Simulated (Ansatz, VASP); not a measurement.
## ZnS in VASP and in Ansatz

File INCAR:

```
SYSTEM = ZnS
  PREC = Accurate
  ENCUT = 500
  EDIFF = 1E-6
  ISMEAR = 0
  SIGMA = 0.01
  LREAL = .FALSE.
  LASPH = .TRUE.
  NELM = 120
  ALGO = Normal
  ISIF = 2
  LWAVE = .FALSE.
  LCHARG = .FALSE.
  GGA = PE
  NBANDS = 16
  GGA_COMPAT = .FALSE.
```

Contents of KPOINTS:

```
Automatic mesh
0
G
  6 6 6
  0 0 0
```

POSCAR

```
ZnS
1.0
    0.0000000000      2.7198945612      2.7198945612
    2.7198945612      0.0000000000      2.7198945612
    2.7198945612      2.7198945612      0.0000000000
Zn S
1 1
Direct
    0.2500000000      0.2500000000      0.2500000000
    0.0000000000      0.0000000000      0.0000000000
```

Input for Ansatz:

```yaml
crystal:
  lattice:
    - [0.0, 2.7198945612314254, 2.7198945612314254]
    - [2.7198945612314254, 0.0, 2.7198945612314254]
    - [2.7198945612314254, 2.7198945612314254, 0.0]
  atoms:
    - { symbol: Zn, position: [0.25, 0.25, 0.25] }
    - { symbol: S, position: [0.0, 0.0, 0.0] }
basis:
  ecutwfc: 517.016338673772
kpoints:
  mp_grid:
    grid: [6, 6, 6]
hamiltonian:
  xc: pbe
scf:
  occupations:
    method: fixed
output:
  stress: true
```

Alike in both runs: task single point; functional PBE; k mesh 6 × 6 × 6; no spin polarisation.

```csv
,VASP,Ansatz
version,VASP 6.6.1,Ansatz 0.2.0
potentials or method,"VASP PAW PBE potentials, release 64 (Zn, S), cutoff 500 eV","plane waves, PAW"
occupations,"gaussian, width 0.01 eV",fixed
valence electrons in the cell,18,18
```

Ansatz gave:

| Property | Result |
| --- | --- |
| pressure (GPa) | 0.2 |

Q: What did VASP give for the same quantities?

A: Pressure (GPa): 0.3.
